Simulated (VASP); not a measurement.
# HfN (F-43m) in VASP: a series of runs

Runs on HfN. Level: PBE. Tasks: single point, relaxation of cell and atoms.

All numbers are computed with VASP 6.6.1; they aren't measurements. Logs are shortened: lines on timing, memory, paths and dates and some standing lists are left out, and cuts for length are marked.

**1. The cell of the first run**

It takes space group F-43m (No. 216, cubic). The conventional cell has a = 4.915 Å, b = 4.915 Å, c = 4.915 Å, α = 90.00°, β = 90.00°, γ = 90.00°. Hf (site symmetry -43m) has 4 N at 2.13 Å within 2.8 Å. N (site symmetry -43m) has 4 Hf at 2.13 Å within 2.8 Å.

**2. Single point, PBE**

INCAR

```
SYSTEM = HfN
PREC = Accurate ; ENCUT = 520
EDIFF = 1E-7 ; ISMEAR = 0
SIGMA = 0.1 ; LREAL = .False.
LASPH = .True. ; NELM = 60
ALGO = Normal ; ISIF = 2
LWAVE = .False. ; LCHARG = .True.
GGA = PE ; LELF = .True.
LVHAR = .True. ; NBANDS = 14
```

KPOINTS

```
Automatic mesh
0
Gamma
  14 14 14
  0 0 0
```

POSCAR

```
HfN
1.0
    0.0000000000      2.4577269413      2.4577269413
    2.4577269413      0.0000000000      2.4577269413
    2.4577269413      2.4577269413      0.0000000000
Hf N
1 1
Direct
    0.0000000000      0.0000000000      0.0000000000
    0.7500000000      0.7500000000      0.7500000000
```

Potentials or basis: VASP PAW PBE potentials, release 64 (Hf_pv, N).

On the command line:

```
cat potpaw_PBE.64/Hf_pv/POTCAR potpaw_PBE.64/N/POTCAR > POTCAR
mpirun -np 1 vasp_std > vasp.out
```

OUTCAR:

```text
SYSTEM = HfN
   PREC = Accurate
   ENCUT = 520
   EDIFF = 1E-7
   ISMEAR = 0
   LREAL = .False.
   LASPH = .True.
   NELM = 60
   ISIF = 2
   GGA = PE

 ion  position               nearest neighbor table
   1  0.000  0.000  0.000-   2 2.13   2 2.13   2 2.13   2 2.13
   2  0.750  0.750  0.750-   1 2.13   1 2.13   1 2.13   1 2.13

  LATTYP: Found a face centered cubic cell.
 ALAT       =     4.9154538826

  Lattice vectors:

 A1 = (   0.0000000000,   2.4577269413,   2.4577269413)
 A2 = (   2.4577269413,   0.0000000000,   2.4577269413)
 A3 = (   2.4577269413,   2.4577269413,   0.0000000000)

Analysis of symmetry for initial positions (statically):
=====================================================================
 Subroutine PRICEL returns:
 Original cell was already a primitive cell.

 Routine SETGRP: Setting up the symmetry group for a
 face centered cubic supercell.

 Subroutine GETGRP returns: Found 24 space group operations
 (whereof 24 operations were pure point group operations)
 out of a pool of 48 trial point group operations.

The static configuration has the point symmetry T_d .

Analysis of symmetry for dynamics (positions and initial velocities):
=====================================================================
 Subroutine PRICEL returns:
 Original cell was already a primitive cell.

 Routine SETGRP: Setting up the symmetry group for a
 face centered cubic supercell.

 Subroutine GETGRP returns: Found 24 space group operations
 (whereof 24 operations were pure point group operations)
 out of a pool of 48 trial point group operations.

The dynamic configuration has the point symmetry T_d .

 Subroutine INISYM returns: Found 24 space group operations
 (whereof 24 operations are pure point group operations),
 and found     1 'primitive' translations

----------------------------------------------------------------------------------------

                                     Primitive cell

  volume of cell :      29.6914

  direct lattice vectors                    reciprocal lattice vectors
     0.000000000  2.457726941  2.457726941    -0.203440013  0.203440013  0.203440013
     2.457726941  0.000000000  2.457726941     0.203440013 -0.203440013  0.203440013
     2.457726941  2.457726941  0.000000000     0.203440013  0.203440013 -0.203440013

  length of vectors
     3.475750773  3.475750773  3.475750773     0.352368438  0.352368438  0.352368438

  position of ions in fractional coordinates (direct lattice)
     0.000000000  0.000000000  0.000000000
     0.750000000  0.750000000  0.750000000

  ion indices of the primitive-cell ions
   primitive index   ion index
                 1           1
                 2           2

----------------------------------------------------------------------------------------

 KPOINTS: Automatic mesh

Automatic generation of k-mesh.
 Grid dimensions read from file:
 generate k-points for:   14   14   14

 Generating k-lattice:

  Cartesian coordinates                     Fractional coordinates (reciprocal lattice)
    -0.014531429  0.014531429  0.014531429     0.071428571  0.000000000  0.000000000
     0.014531429 -0.014531429  0.014531429     0.000000000  0.071428571  0.000000000
     0.014531429  0.014531429 -0.014531429     0.000000000  0.000000000  0.071428571

  Length of vectors
     0.025169174  0.025169174  0.025169174

  Shift w.r.t. Gamma in fractional coordinates (k-lattice)
     0.000000000  0.000000000  0.000000000

 Subroutine IBZKPT returns following result:
 ===========================================

 Found    104 irreducible k-points:

 Following reciprocal coordinates:
            Coordinates               Weight
  0.000000  0.000000  0.000000      1.000000
  0.071429  0.000000  0.000000      8.000000
  0.142857  0.000000  0.000000      8.000000
  0.214286  0.000000  0.000000      8.000000
  0.285714  0.000000  0.000000      8.000000
  0.357143  0.000000  0.000000      8.000000
[... 16 lines left out ...]
  0.214286  0.142857  0.000000     24.000000
  0.285714  0.142857  0.000000     24.000000
 [... further k-points ...]
   k-points           NKPTS =    104   k-points in BZ     NKDIM =    104   number of bands    NBANDS=     14
   number of dos      NEDOS =    301   number of ions     NIONS =      2
   total plane-waves  NPLWV =  21952
   dimension x,y,z NGX =    28 NGY =   28 NGZ =   28
   dimension x,y,z NGXF=    56 NGYF=   56 NGZF=   56
   ions per type =               1   1
   NGX,Y,Z   is equivalent  to a cutoff of  13.39, 13.39, 13.39 a.u.
   NGXF,Y,Z  is equivalent  to a cutoff of  26.78, 26.78, 26.78 a.u.
 SYSTEM =  HfN
   PREC   = accura    normal or accurate (medium, high low for compatibility)
   ISTART =      0    job   : 0-new  1-cont  2-samecut
   ICHARG =      2    charge: 1-file 2-atom 10-const
   ISPIN  =      1    spin polarized calculation?
   LNONCOLLINEAR =      F non collinear calculations
   LSORBIT =      F    spin-orbit coupling
   LASPH  =      T    aspherical Exc in radial PAW
   ENCUT  =  520.0 eV  38.22 Ry    6.18 a.u.   6.46  6.46  6.46*2*pi/ulx,y,z
   NELM   =     60;   NELMIN=  2; NELMDL= -5     # of ELM steps
   EDIFF  = 0.1E-06   stopping-criterion for ELM
   LREAL  =      F    real-space projection
   EDIFFG = 0.1E-05   stopping-criterion for IOM
   NSW    =      0    number of steps for IOM
   IBRION =     -1    ionic relax: 0-MD 1-quasi-New 2-CG
   NFREE  =      0    steps in history (QN), initial steepest desc. (CG)
   ISIF   =      2    stress and relaxation
   ISYM   =      2    0-nonsym 1-usesym 2-fastsym
   POTIM  = 0.5000    time-step for ionic-motion
   TEBEG  =    0.0;   TEEND  =   0.0 temperature during run
   PSTRESS=    0.0 pullay stress
   NELECT =      15.0000    total number of electrons
   NUPDOWN=      -1.0000    fix difference up-down
   EMIN   =  10.00;   EMAX   =-10.00  energy-range for DOS
   EFERMI =   0.00;   METHOD = LEGACY
   ISMEAR =     0;   SIGMA  =   0.10  broadening in eV -4-tet -1-fermi 0-gaus
   EFERMI_NEDOS =   21; number of points for ismear=-14 and -15
   IALGO  =     38    algorithm
   IMIX   =      4    mixing-type and parameters
     AMIX     =   0.40;   BMIX     =  1.00
     AMIX_MAG =   1.60;   BMIX_MAG =  1.00
  volume/ion in A,a.u.               =      14.85       100.18
  Fermi-wavevector in a.u.,A,eV,Ry     =   1.303852  2.463923 23.130312  1.700030
  Thomas-Fermi vector in A             =   2.434827
   LORBIT       =      0    0 simple, 1 ext, 2 COOP (PROOUT), +10 PAW based schemes
   GGA     = PE    functional components
   LHFCALC =     F    Hartree Fock is set to
   AEXX    =    0.0000 exact exchange contribution
   IVDW    =     0    specifies the selected vdW correction
   LEPSILON=     F    determine dielectric tensor
   LRPA    =     F    only Hartree local field effects (RPA)
 non-spin polarized calculation
 Gauss-broadening in eV      SIGMA  =   0.10
  energy-cutoff  :      520.00
  volume of cell :       29.69
 maximum number of plane-waves:       821
 NGX is ok and might be reduce to    28
   NGX = 13   NGY = 13   NGZ = 13

 number of electron      15.0000001 magnetization

 Free energy of the ion-electron system (eV)
  ---------------------------------------------------
  ext. energy  EPLUGINS =         0.00000000
  ---------------------------------------------------
  free energy    TOTEN  =       -21.22143113 eV

  energy without entropy =      -21.21842441  energy(sigma->0) =      -21.21992777

 E-fermi :   5.7801     XC(G=0): -11.2039

 val. band max:        5.7193695853   @ k =   0.4286   0.2143   0.0000
 cond. band min:       5.7892317696   @ k =  -0.2857   0.2857   0.0714
 fundamental gap:      0.0698621843
 Fermi energy:         5.7801093406

 k-point     1 :       0.0000    0.0000    0.0000
  band No.  band energies     occupation
      1     -25.3903      2.00000
      2     -25.3903      2.00000
      3     -25.3903      2.00000
      4     -10.4064      2.00000
      5       0.3046      2.00000
      6       0.3046      2.00000
      7       0.3046      2.00000
      8       5.0058      2.00000
      9       7.9826      0.00000
     10       7.9826      0.00000
     11      12.3010      0.00000
     12      12.3010      0.00000
     13      12.3010      0.00000
     14      18.0239      0.00000

 k-point     2 :       0.0714    0.0000    0.0000
  band No.  band energies     occupation
      1     -25.4143      2.00000
      2     -25.3934      2.00000
      3     -25.3934      2.00000
      4     -10.3464      2.00000
      5       0.1850      2.00000
      6       0.3419      2.00000
      7       0.3419      2.00000
      8       5.2895      2.00000
      9       7.8937      0.00000
     10       7.8937      0.00000
     11      12.1597      0.00000
     12      12.4255      0.00000
     13      12.4255      0.00000
     14      18.0035      0.00000

 k-point     3 :       0.1429    0.0000    0.0000
  band No.  band energies     occupation
      1     -25.4810      2.00000
      2     -25.4019      2.00000
      3     -25.4019      2.00000
      4     -10.1813      2.00000
      5      -0.0643      2.00000
      6       0.4432      2.00000
      7       0.4432      2.00000
      8       5.9985      0.00201
      9       7.7105      0.00000
     10       7.7105      0.00000
     11      11.8192      0.00000
     12      12.6638      0.00000
     13      12.6638      0.00000
     14      16.5746      0.00000

 k-point     4 :       0.2143    0.0000    0.0000
  band No.  band energies     occupation
      1     -25.5754      2.00000
      2     -25.4143      2.00000
      3     -25.4143      2.00000
      4      -9.9515      2.00000
      5      -0.2645      2.00000
      6       0.5792      2.00000
      7       0.5792      2.00000
      8       6.8331      0.00000
      9       7.5880      0.00000
     10       7.5880      0.00000
     11      11.4408      0.00000
     12      12.7415      0.00000
     13      12.7415      0.00000
     14      15.0363      0.00000

 k-point     5 :       0.2857    0.0000    0.0000
  band No.  band energies     occupation
      1     -25.6777      2.00000
      2     -25.4279      2.00000
      3     -25.4279      2.00000
      4      -9.7110      2.00000
      5      -0.3147      2.00000
      6       0.7127      2.00000
      7       0.7127      2.00000
      8       7.4428      0.00000
      9       7.6378      0.00000
     10       7.6378      0.00000
     11      11.0732      0.00000
[... 276 lines left out ...]
 k-point    22 :       0.1429    0.1429    0.0000
  band No.  band energies     occupation
      1     -25.4828      2.00000
      2     -25.4199      2.00000
      3     -25.4199      2.00000
      4     -10.1056      2.00000
      5      -0.2962      2.00000
      6       0.5723      2.00000
      7       0.5723      2.00000
      8       6.2553      0.00000
      9       7.0019      0.00000
     10       8.2619      0.00000
     11      12.3797      0.00000
     12      12.3797      0.00000
     13      12.4436      0.00000
     14      17.5165      0.00000

 k-point    23 :       0.2143    0.1429    0.0000
  band No.  band energies     occupation
      1     -25.5448      2.00000
      2     -25.4347      2.00000
      3     -25.4321      2.00000
      4      -9.9317      2.00000
      5      -0.4858      2.00000
      6       0.7007      2.00000
      7       0.7207      2.00000
      8       6.3934      0.00000
      9       7.1761      0.00000
     10       8.3484      0.00000
     11      11.9451      0.00000
     12      12.3638      0.00000
     13      12.7250      0.00000
     14      16.4424      0.00000

 k-point    24 :       0.2857    0.1429    0.0000
  band No.  band energies     occupation
      1     -25.6285      2.00000
      2     -25.4497      2.00000
      3     -25.4472      2.00000
      4      -9.7160      2.00000
      5      -0.5630      2.00000
      6       0.8072      2.00000
      7       0.8784      2.00000
      8       6.2869      0.00000
      9       7.7745      0.00000
     10       8.4215      0.00000
     11      11.4490      0.00000
     12      12.1652      0.00000
     13      12.8427      0.00000
     14      15.2638      0.00000

 [... further k-points ...]
[... 5 lines left out ...]
  --------------------------------------------------------------------------------------
  -------------------------------------------------------------------------------------
  Total       -0.1957041     -0.1957041     -0.1957041      0.0000000     -0.0000000     -0.0000000
  in kB      -10.5603800    -10.5603800    -10.5603800      0.0000000     -0.0000000     -0.0000000
  external PRESSURE =     -10.5603800 kB  Pullay stress =       0.0000000 kB

 VOLUME and BASIS-vectors are now :
 -----------------------------------------------------------------------------
  energy-cutoff  :      520.00
  volume of cell :       29.69
      direct lattice vectors                 reciprocal lattice vectors
     0.000000000  2.457726941  2.457726941    -0.203440013  0.203440013  0.203440013
     2.457726941  0.000000000  2.457726941     0.203440013 -0.203440013  0.203440013
     2.457726941  2.457726941  0.000000000     0.203440013  0.203440013 -0.203440013

 POSITION                                       TOTAL-FORCE (eV/Angst)
 -----------------------------------------------------------------------------------
      0.00000      0.00000      0.00000         0.000000      0.000000      0.000000
      3.68659      3.68659      3.68659        -0.000000     -0.000000     -0.000000
 -----------------------------------------------------------------------------------
    total drift:                                0.000000      0.000000      0.000000

  FREE ENERGIE OF THE ION-ELECTRON SYSTEM (eV)
  ---------------------------------------------------
  free  energy   TOTEN  =       -21.2214311258 eV

  energy  without entropy=      -21.2184244093  energy(sigma->0) =      -21.21992777
```

Wall time 28 s (1 thread of Intel Xeon Platinum 8488C (Sapphire Rapids), shared host); peak memory 0.19 GiB.

Results:

```yaml
Free_energy: -21.2214 eV
Pressure: -1.1 GPa
Band_gap_on_the_k_mesh: zero (an odd number of electrons rules out a gap without spin polarisation)
```

Levels at points of the mesh, in eV from the Fermi level:
| k point | band 3 | band 4 | band 5 | band 6 | band 7 | band 8 | band 9 | band 10 | band 11 | band 12 |
| --- | --- | --- | --- | --- | --- | --- | --- | --- | --- | --- |
| (0.00, 0.00, 0.00) | -31.17 | -16.19 | -5.48 | -5.48 | -5.48 | -0.77 | 2.20 | 2.20 | 6.52 | 6.52 |
| (0.50, 0.00, 0.00) | -31.23 | -15.12 | -5.75 | -4.89 | -4.89 | 1.48 | 2.69 | 2.69 | 4.21 | 5.19 |
| (0.50, 0.50, 0.00) | -31.33 | -14.75 | -6.91 | -3.65 | -3.65 | -1.17 | 2.14 | 3.99 | 4.60 | 4.60 |

Caveat: spin-orbit coupling is left out, which moves the levels of the heavy elements.

**3. Single point, PBE**

INCAR

```
ALGO = Normal
EDIFF = 1E-6
ENCUT = 520
GGA = PE
ISIF = 2
ISMEAR = 0
LASPH = True
LCHARG = True
LELF = True
LREAL = False
LVHAR = True
LWAVE = False
NBANDS = 14
NELM = 100
PREC = Accurate
SIGMA = 0.15
```

KPOINTS

```
k-points
0
Gamma
  24 24 24
```

POSCAR is that of step 2.

Potentials or basis: VASP PAW PBE potentials, release 64 (Hf_pv, N).

On the command line:

```
cat potpaw_PBE.64/Hf_pv/POTCAR potpaw_PBE.64/N/POTCAR > POTCAR
mpirun -np 1 vasp_std > vasp.out
```

Wall time 98 s (1 thread of Intel Xeon Platinum 8488C (Sapphire Rapids), shared host); peak memory 0.3 GiB.

Results (log left out):

- Free energy: -21.2232 eV
- Pressure: -1.0 GPa
- Band gap on the k mesh: zero (an odd number of electrons rules out a gap without spin polarisation)

Levels at points of the mesh, in eV from the Fermi level:
```csv
k point,band 5,band 6,band 7,band 8,band 9,band 10
"(0.00, 0.00, 0.00)",-5.46,-5.46,-5.46,-0.76,2.22,2.22
"(0.50, 0.00, 0.00)",-5.73,-4.87,-4.87,1.50,2.71,2.71
"(0.50, 0.50, 0.00)",-6.89,-3.63,-3.63,-1.15,2.16,4.00
```

Caveat: spin-orbit coupling is left out, which moves the levels of the heavy elements.

**4. Relaxation of cell and atoms, PBE**

This run uses another cell than the first one, of 14.79 Å³/atom.

INCAR

```
PREC     = Accurate       # precision mode
ENCUT    = 600            # plane-wave cutoff, eV
EDIFF    = 1E-6           # SCF threshold, eV
ISMEAR   = 0              # smearing method
SIGMA    = 0.1            # smearing width, eV
LREAL    = False          # projectors in reciprocal space
LASPH    = True           # aspherical terms in the spheres
NELM     = 60             # most SCF steps
ALGO     = Normal         # electronic algorithm
ISIF     = 3              # what is computed and relaxed
LWAVE    = False          # write WAVECAR
LCHARG   = False          # write CHGCAR
GGA      = PE             # functional
IBRION   = 2              # ionic algorithm
NSW      = 100            # ionic steps
EDIFFG   = -0.005         # ionic threshold
```

KPOINTS

```
regular mesh
0
Gamma
  14 14 14
```

POSCAR

```
HfN
1.0
    0.0000000000      2.4548220000      2.4548220000
    2.4548220000      0.0000000000      2.4548220000
    2.4548220000      2.4548220000      0.0000000000
Hf N
1 1
Direct
    0.0000000000      0.0000000000      0.0000000000
    0.7500000000      0.7500000000      0.7500000000
```

On the command line:

```
cat potpaw_PBE.64/Hf_pv/POTCAR potpaw_PBE.64/N/POTCAR > POTCAR
mpirun -np 1 vasp_std > vasp.out
```

Run time: 44 s. Hardware: 1 thread of Intel Xeon Platinum 8488C (Sapphire Rapids), shared host; peak memory 0.2 GiB.

Results (log left out):

```
Free energy                           : -21.2235 eV
Relaxed volume                        : 14.76 Å³/atom
Relaxed cell                          : a = 3.469 Å, b = 3.469 Å, c = 3.469 Å, α = 60.00°, β = 60.00°, γ = 60.00°
Space group after relaxing (to 0.1 Å) : F-43m (No. 216)
Energy gained by relaxing             : 0.0 meV/atom
Ionic steps                           : 3
Pressure after relaxing               : 0.0 GPa
Band gap on the k mesh                : zero (an odd number of electrons rules out a gap without spin polarisation)
```

Final structure:
```
CELL_PARAMETERS angstrom
0.00000 2.45292 2.45292
2.45292 0.00000 2.45292
2.45292 2.45292 0.00000
ATOMIC_POSITIONS crystal
Hf 0.00000 0.00000 0.00000
N 0.75000 0.75000 0.75000
```

Levels at points of the mesh, in eV from the Fermi level:
| k point | band 4 | band 5 | band 6 | band 7 | band 8 | band 9 | band 10 | band 11 |
| --- | --- | --- | --- | --- | --- | --- | --- | --- |
| (0.00, 0.00, 0.00) | -16.22 | -5.50 | -5.50 | -5.50 | -0.76 | 2.22 | 2.22 | 6.56 |
| (0.50, 0.00, 0.00) | -15.14 | -5.76 | -4.91 | -4.91 | 1.49 | 2.71 | 2.71 | 4.23 |
| (0.50, 0.50, 0.00) | -14.77 | -6.94 | -3.66 | -3.66 | -1.18 | 2.16 | 4.02 | 4.64 |

Caveat: spin-orbit coupling is left out, which moves the levels of the heavy elements.

**5. Single point, PBE**

INCAR

```
SYSTEM = HfN
ALGO = Normal ; EDIFF = 1E-6
ENCUT = 520 ; GGA = PE
ISIF = 2 ; ISMEAR = 0
LASPH = .TRUE. ; LCHARG = .FALSE.
LREAL = .FALSE. ; LWAVE = .FALSE.
NBANDS = 14 ; NELM = 60
PREC = Accurate ; SIGMA = 0.15
```

KPOINTS

```
k-points
0
G
  22 22 22
  0 0 0
```

POSCAR

```
HfN
1.0
    0.0000000000      2.4577269413      2.4577269413
    2.4577269413      0.0000000000      2.4577269413
    2.4577269413      2.4577269413      0.0000000000
Hf N
1 1
Direct
    0.0000000000      0.0000000000      0.0000000000
    0.7500000000      0.7500000000      0.7500000000
```

On the command line:

```
cat potpaw_PBE.64/Hf_pv/POTCAR potpaw_PBE.64/N/POTCAR > POTCAR
mpirun -np 1 vasp_std > vasp.out
```

Run time: 73 s. Hardware: 1 thread of Intel Xeon Platinum 8488C (Sapphire Rapids), shared host; peak memory 0.27 GiB.

The run converged. Its results:

* Free energy: -21.2233 eV
* Pressure: -1.0 GPa
* Band gap on the k mesh: zero (an odd number of electrons rules out a gap without spin polarisation)

Levels at points of the mesh, in eV from the Fermi level:
```tsv
k point	band 3	band 4	band 5	band 6	band 7	band 8	band 9	band 10	band 11	band 12
(0.00, 0.00, 0.00)	-31.15	-16.17	-5.46	-5.46	-5.46	-0.76	2.22	2.22	6.54	6.54
(0.50, 0.00, 0.00)	-31.21	-15.10	-5.73	-4.87	-4.87	1.50	2.71	2.71	4.22	5.21
(0.50, 0.50, 0.00)	-31.31	-14.73	-6.89	-3.63	-3.63	-1.15	2.16	4.00	4.62	4.62
```

Caveat: spin-orbit coupling is left out, which moves the levels of the heavy elements.

[end of part 1 of 2]

The gap in the log of VASP goes by the Fermi energy; the results here count the filled bands.